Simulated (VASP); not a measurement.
# CuTe (P4_2/mmc) in VASP: single point with LDA+U

Aim: the single point of CuTe with LDA+U.

Program: VASP 6.6.1. These are calculated values, not measurements. Logs are shortened: lines on timing, memory, paths and dates and some standing lists are left out, and cuts for length are marked.

**1. The cell of the first run**

Symmetry: P4_2/mmc, No. 131, tetragonal system. Conventional cell: a = 4.659 Å, b = 4.659 Å, c = 5.801 Å, α = 90.00°, β = 90.00°, γ = 90.00°. Within 3.6 Å of Cu (site symmetry mmm) lie 4 Te at 2.74 Å. Te (site symmetry -4m2) has 4 Cu at 2.74 Å and 2 Te at 2.90 Å within 3.6 Å.

**2. Single point, LDA+U, collinear spin**

Input file INCAR:

```
SYSTEM = CuTe
PREC = Accurate ; ENCUT = 520
EDIFF = 1E-7 ; ISMEAR = 0
SIGMA = 0.05 ; LREAL = .False.
LASPH = .True. ; NELM = 150
ALGO = Normal ; ISIF = 2
LWAVE = .False. ; LCHARG = .True.
ISPIN = 2 ; MAGMOM = 1 1 0 0
LORBIT = 11 ; LMAXMIX = 4
LDAU = .True. ; LDAUTYPE = 2
LDAUL = 2 -1 ; LDAUU = 8 0
LDAUJ = 0 0 ; LDAUPRINT = 1
LELF = .True. ; LVHAR = .True.
NBANDS = 29
```

Input file KPOINTS:

```
regular mesh
0
Gamma
  4 4 4
  0 0 0
```

Input file POSCAR:

```
CuTe
1.0
    4.6591304300      0.0000000000      0.0000000000
    0.0000000000      4.6591304300      0.0000000000
    0.0000000000      0.0000000000      5.8006283100
Cu Te
2 2
Direct
    0.0000000000      0.5000000000      0.0000000000
    0.5000000000      0.0000000000      0.5000000000
    0.0000000000      0.0000000000      0.2500000000
    0.0000000000      0.0000000000      0.7500000000
```

Potentials or basis: VASP PAW LDA potentials, release 64 (Cu, Te).

Started as:

```sh
$ cat potpaw_LDA.64/Cu/POTCAR potpaw_LDA.64/Te/POTCAR > POTCAR
$ mpirun -np 1 vasp_std > vasp.out
```

OUTCAR:

```text
SYSTEM = CuTe
   PREC = Accurate
   ENCUT = 520
   EDIFF = 1E-7
   ISMEAR = 0
   LREAL = .False.
   LASPH = .True.
   NELM = 150
   ISIF = 2
   ISPIN = 2
   LORBIT = 11

 ion  position               nearest neighbor table
   1  0.000  0.500  0.000-   3 2.74   4 2.74   3 2.74   4 2.74
   2  0.500  0.000  0.500-   3 2.74   4 2.74   3 2.74   4 2.74
   3  0.000  0.000  0.250-   1 2.74   2 2.74   1 2.74   2 2.74   4 2.90   4 2.90
   4  0.000  0.000  0.750-   1 2.74   2 2.74   1 2.74   2 2.74   3 2.90   3 2.90

  LATTYP: Found a simple tetragonal cell.
 ALAT       =     4.6591304300
 C/A-ratio  =     1.2450023448

  Lattice vectors:

 A1 = (   4.6591304300,   0.0000000000,   0.0000000000)
 A2 = (   0.0000000000,   4.6591304300,   0.0000000000)
 A3 = (   0.0000000000,   0.0000000000,   5.8006283100)

Analysis of symmetry for initial positions (statically):
=====================================================================
 Subroutine PRICEL returns:
 Original cell was already a primitive cell.

 Routine SETGRP: Setting up the symmetry group for a
 simple tetragonal supercell.

 Subroutine GETGRP returns: Found 16 space group operations
 (whereof  8 operations were pure point group operations)
 out of a pool of 16 trial point group operations.

The static configuration has the point symmetry D_2h.
 The point group associated with its full space group is D_4h.

Analysis of symmetry for dynamics (positions and initial velocities):
=====================================================================
 Subroutine PRICEL returns:
 Original cell was already a primitive cell.

 Routine SETGRP: Setting up the symmetry group for a
 simple tetragonal supercell.

 Subroutine GETGRP returns: Found 16 space group operations
 (whereof  8 operations were pure point group operations)
 out of a pool of 16 trial point group operations.

The dynamic configuration has the point symmetry D_2h.
 The point group associated with its full space group is D_4h.

Analysis of structural, dynamic, and magnetic symmetry:
=====================================================================
 Subroutine PRICEL returns:
 Original cell was already a primitive cell.

 Routine SETGRP: Setting up the symmetry group for a
 simple tetragonal supercell.

 Subroutine GETGRP returns: Found 16 space group operations
 (whereof  8 operations were pure point group operations)
 out of a pool of 16 trial point group operations.

The overall configuration has the point symmetry D_2h.
 The point group associated with its full space group is D_4h.

 Subroutine INISYM returns: Found 16 space group operations
 (whereof  8 operations are pure point group operations),
 and found     1 'primitive' translations

----------------------------------------------------------------------------------------

                                     Primitive cell

  volume of cell :     125.9171

  direct lattice vectors                    reciprocal lattice vectors
     4.659130430  0.000000000  0.000000000     0.214632326  0.000000000  0.000000000
     0.000000000  4.659130430  0.000000000     0.000000000  0.214632326  0.000000000
     0.000000000  0.000000000  5.800628310     0.000000000  0.000000000  0.172395118

  length of vectors
     4.659130430  4.659130430  5.800628310     0.214632326  0.214632326  0.172395118

  position of ions in fractional coordinates (direct lattice)
     0.000000000  0.500000000  0.000000000
     0.500000000  0.000000000  0.500000000
     0.000000000  0.000000000  0.250000000
     0.000000000  0.000000000  0.750000000

  ion indices of the primitive-cell ions
   primitive index   ion index
                 1           1
                 2           2
                 3           3
                 4           4

----------------------------------------------------------------------------------------

 KPOINTS: regular mesh

Automatic generation of k-mesh.
 Grid dimensions read from file:
 generate k-points for:    4    4    4

 Generating k-lattice:

  Cartesian coordinates                     Fractional coordinates (reciprocal lattice)
     0.053658081  0.000000000  0.000000000     0.250000000  0.000000000  0.000000000
     0.000000000  0.053658081  0.000000000     0.000000000  0.250000000  0.000000000
[... 84 lines left out ...]
   LEPSILON=     F    determine dielectric tensor
   LRPA    =     F    only Hartree local field effects (RPA)
 spin polarized calculation
 Gauss-broadening in eV      SIGMA  =   0.05
  energy-cutoff  :      520.00
  volume of cell :      125.92
 maximum number of plane-waves:      3414
 NGX is ok and might be reduce to    36
   NGX = 17   NGY = 17   NGZ = 21

 number of electron      33.9999981 magnetization       0.0021364

atom =   1  type =  1  l = 2

 onsite density matrix

spin component  1

  0.9578  0.0000  0.0000  0.0000  0.0000
  0.0000  0.9508  0.0000 -0.0000  0.0000
  0.0000  0.0000  0.9564  0.0000 -0.0040
  0.0000 -0.0000  0.0000  0.9617  0.0000
  0.0000  0.0000 -0.0040  0.0000  0.9554

spin component  2

  0.9578  0.0000  0.0000  0.0000  0.0000
  0.0000  0.9508  0.0000 -0.0000  0.0000
  0.0000  0.0000  0.9564  0.0000 -0.0040
  0.0000 -0.0000  0.0000  0.9617  0.0000
  0.0000  0.0000 -0.0040  0.0000  0.9554

 occupancies and eigenvectors

  o =  0.9508  v =  0.0000 -1.0000  0.0000  0.0000 -0.0000  0.0000  0.0000  0.0000  0.0000  0.0000      0.0000  0.0000  0.0000  0.0000  0.0000  0.0000  0.0000  0.0000  0.0000  0.0000
  o =  0.9508  v =  0.0000  0.0000  0.0000  0.0000  0.0000  0.0000 -1.0000 -0.0000  0.0000 -0.0000      0.0000  0.0000  0.0000  0.0000  0.0000  0.0000  0.0000  0.0000  0.0000  0.0000
  o =  0.9518  v =  0.0000 -0.0000  0.6597  0.0000  0.7515  0.0000  0.0000  0.0000  0.0000  0.0000      0.0000  0.0000  0.0000  0.0000  0.0000  0.0000  0.0000  0.0000  0.0000  0.0000
  o =  0.9518  v =  0.0000  0.0000  0.0000  0.0000  0.0000  0.0000  0.0000 -0.6597  0.0000 -0.7515      0.0000  0.0000  0.0000  0.0000  0.0000  0.0000  0.0000  0.0000  0.0000  0.0000
  o =  0.9578  v =  1.0000  0.0000  0.0000  0.0000  0.0000  0.0000  0.0000  0.0000  0.0000  0.0000      0.0000  0.0000  0.0000  0.0000  0.0000  0.0000  0.0000  0.0000  0.0000  0.0000
  o =  0.9578  v =  0.0000  0.0000  0.0000  0.0000  0.0000  1.0000  0.0000  0.0000  0.0000  0.0000      0.0000  0.0000  0.0000  0.0000  0.0000  0.0000  0.0000  0.0000  0.0000  0.0000
  o =  0.9599  v =  0.0000 -0.0000 -0.7515  0.0000  0.6597  0.0000  0.0000  0.0000  0.0000  0.0000      0.0000  0.0000  0.0000  0.0000  0.0000  0.0000  0.0000  0.0000  0.0000  0.0000
  o =  0.9599  v =  0.0000  0.0000  0.0000  0.0000  0.0000  0.0000  0.0000  0.7515  0.0000 -0.6597      0.0000  0.0000  0.0000  0.0000  0.0000  0.0000  0.0000  0.0000  0.0000  0.0000
  o =  0.9617  v =  0.0000 -0.0000  0.0000 -1.0000 -0.0000  0.0000  0.0000  0.0000  0.0000  0.0000      0.0000  0.0000  0.0000  0.0000  0.0000  0.0000  0.0000  0.0000  0.0000  0.0000
  o =  0.9617  v =  0.0000  0.0000  0.0000  0.0000  0.0000  0.0000  0.0000  0.0000  1.0000  0.0000      0.0000  0.0000  0.0000  0.0000  0.0000  0.0000  0.0000  0.0000  0.0000  0.0000

atom =   2  type =  1  l = 2

 onsite density matrix

spin component  1

  0.9578  0.0000 -0.0000  0.0000 -0.0000
  0.0000  0.9617  0.0000  0.0000  0.0000
 -0.0000  0.0000  0.9564  0.0000  0.0040
  0.0000  0.0000  0.0000  0.9508  0.0000
 -0.0000  0.0000  0.0040  0.0000  0.9554

spin component  2

  0.9578  0.0000 -0.0000  0.0000 -0.0000
  0.0000  0.9617  0.0000  0.0000  0.0000
 -0.0000  0.0000  0.9564  0.0000  0.0040
  0.0000  0.0000  0.0000  0.9508  0.0000
 -0.0000  0.0000  0.0040  0.0000  0.9554

 occupancies and eigenvectors

  o =  0.9508  v =  0.0000  0.0000  0.0000  1.0000  0.0000  0.0000  0.0000  0.0000  0.0000  0.0000      0.0000  0.0000  0.0000  0.0000  0.0000  0.0000  0.0000  0.0000  0.0000  0.0000
  o =  0.9508  v =  0.0000  0.0000  0.0000  0.0000  0.0000  0.0000 -0.0000 -0.0000  1.0000  0.0000      0.0000  0.0000  0.0000  0.0000  0.0000  0.0000  0.0000  0.0000  0.0000  0.0000
  o =  0.9518  v =  0.0000  0.0000  0.6597  0.0000 -0.7515  0.0000  0.0000  0.0000  0.0000  0.0000      0.0000  0.0000  0.0000  0.0000  0.0000  0.0000  0.0000  0.0000  0.0000  0.0000
  o =  0.9518  v =  0.0000  0.0000  0.0000  0.0000  0.0000  0.0000 -0.0000  0.6597  0.0000 -0.7515      0.0000  0.0000  0.0000  0.0000  0.0000  0.0000  0.0000  0.0000  0.0000  0.0000
  o =  0.9578  v =  1.0000  0.0000  0.0000  0.0000  0.0000  0.0000  0.0000  0.0000  0.0000  0.0000      0.0000  0.0000  0.0000  0.0000  0.0000  0.0000  0.0000  0.0000  0.0000  0.0000
  o =  0.9578  v =  0.0000  0.0000  0.0000  0.0000  0.0000  1.0000  0.0000  0.0000  0.0000  0.0000      0.0000  0.0000  0.0000  0.0000  0.0000  0.0000  0.0000  0.0000  0.0000  0.0000
  o =  0.9599  v =  0.0000 -0.0000 -0.7515  0.0000 -0.6597  0.0000  0.0000  0.0000  0.0000  0.0000      0.0000  0.0000  0.0000  0.0000  0.0000  0.0000  0.0000  0.0000  0.0000  0.0000
  o =  0.9599  v =  0.0000  0.0000  0.0000  0.0000  0.0000  0.0000  0.0000 -0.7515  0.0000 -0.6597      0.0000  0.0000  0.0000  0.0000  0.0000  0.0000  0.0000  0.0000  0.0000  0.0000
  o =  0.9617  v =  0.0000  1.0000 -0.0000  0.0000  0.0000  0.0000  0.0000  0.0000  0.0000  0.0000      0.0000  0.0000  0.0000  0.0000  0.0000  0.0000  0.0000  0.0000  0.0000  0.0000
  o =  0.9617  v =  0.0000  0.0000  0.0000  0.0000  0.0000  0.0000  1.0000  0.0000  0.0000 -0.0000      0.0000  0.0000  0.0000  0.0000  0.0000  0.0000  0.0000  0.0000  0.0000  0.0000

 number of electron      33.9999981 magnetization      -0.0000548

 Free energy of the ion-electron system (eV)
  ---------------------------------------------------
  ext. energy  EPLUGINS =         0.00000000
  ---------------------------------------------------
  free energy    TOTEN  =       -10.69191328 eV

  energy without entropy =      -10.68837462  energy(sigma->0) =      -10.69014395

 E-fermi :   3.1744     XC(G=0):  -8.5388

 val. band max:        3.1743664200   @ k =   0.2500   0.0000   0.2500
 cond. band min:       3.3096763751   @ k =   0.5000   0.0000   0.2500
 fundamental gap:      0.1353099551
 Fermi energy:         3.1743797160

 spin component 1

 k-point     1 :       0.0000    0.0000    0.0000
  band No.  band energies     occupation
      1      -9.7133      1.00000
      2      -6.3667      1.00000
      3      -3.5252      1.00000
      4      -1.5852      1.00000
      5      -1.5852      1.00000
      6      -1.1230      1.00000
[... 565 lines left out ...]
     28      12.1036      0.00000
     29      12.9416      0.00000
 Fermi energy:         3.1743797160

 spin component 2

 k-point     1 :       0.0000    0.0000    0.0000
  band No.  band energies     occupation
      1      -9.7134      1.00000
      2      -6.3667      1.00000
      3      -3.5252      1.00000
      4      -1.5852      1.00000
      5      -1.5852      1.00000
      6      -1.1230      1.00000
[... 565 lines left out ...]
     28      12.1036      0.00000
     29      12.9416      0.00000

------------------------ aborting loop because EDIFF is reached ----------------------------------------

  FORCE on cell =-STRESS in cart. coord.  units (eV):
  Direction    XX          YY          ZZ          XY          YZ          ZX
  --------------------------------------------------------------------------------------
  -------------------------------------------------------------------------------------
  Total       -6.1832533     -6.1832533      5.8652718     -0.0000000      0.0000000      0.0000000
  in kB      -78.6761037    -78.6761037     74.6300878     -0.0000000      0.0000000      0.0000000
  external PRESSURE =     -27.5740399 kB  Pullay stress =       0.0000000 kB

 VOLUME and BASIS-vectors are now :
 -----------------------------------------------------------------------------
  energy-cutoff  :      520.00
  volume of cell :      125.92
      direct lattice vectors                 reciprocal lattice vectors
     4.659130430  0.000000000  0.000000000     0.214632326  0.000000000  0.000000000
     0.000000000  4.659130430  0.000000000     0.000000000  0.214632326  0.000000000
     0.000000000  0.000000000  5.800628310     0.000000000  0.000000000  0.172395118

 POSITION                                       TOTAL-FORCE (eV/Angst)
 -----------------------------------------------------------------------------------
      0.00000      2.32957      0.00000         0.000000      0.000000      0.000000
      2.32957      0.00000      2.90031         0.000000      0.000000      0.000000
      0.00000      0.00000      1.45016        -0.000000      0.000000     -0.000000
      0.00000      0.00000      4.35047         0.000000     -0.000000     -0.000000
 -----------------------------------------------------------------------------------
    total drift:                                0.000000      0.000000      0.000000

  FREE ENERGIE OF THE ION-ELECTRON SYSTEM (eV)
  ---------------------------------------------------
  free  energy   TOTEN  =       -10.6919132787 eV

  energy  without entropy=      -10.6883746197  energy(sigma->0) =      -10.69014395

 total charge

# of ion       s       p       d       tot
------------------------------------------
    1        0.292   0.189   9.540  10.022
    2        0.292   0.189   9.540  10.022
    3        1.403   1.938   0.051   3.392
    4        1.403   1.938   0.051   3.392
--------------------------------------------------
tot          3.391   4.255  19.183  26.828

 magnetization (x)

# of ion       s       p       d       tot
------------------------------------------
    1        0.000   0.000  -0.000  -0.000
    2        0.000   0.000  -0.000  -0.000
    3       -0.000  -0.000  -0.000  -0.000
    4       -0.000  -0.000  -0.000  -0.000
--------------------------------------------------
tot          0.000  -0.000  -0.000  -0.000
```

Run time: 2.5 min. Hardware: 1 thread of Intel Xeon Platinum 8259CL at 2.50GHz (Skylake/Cascade Lake), shared host; peak memory 0.27 GiB.

What came out:

```yaml
Free_energy: -10.6919 eV
Pressure: -2.8 GPa
Band_gap_on_the_k_mesh: zero (filled and empty bands overlap)
Net_moment: 0.00 μB per cell
Valence_electrons_inside_the_program's_atomic_spheres: Cu 10.02; Te 3.39
```

Eigenvalues of the final occupation matrices:
```csv
site,spin,trace,eigenvalues
site 1 d,1,4.78,0.95 0.95 0.96 0.96 0.96
site 1 d,2,4.78,0.95 0.95 0.96 0.96 0.96
site 2 d,1,4.78,0.95 0.95 0.96 0.96 0.96
site 2 d,2,4.78,0.95 0.95 0.96 0.96 0.96
```

Caveat: spin-orbit coupling is left out, which moves the levels of the heavy elements; the U is typed as a test and isn't derived for this compound.
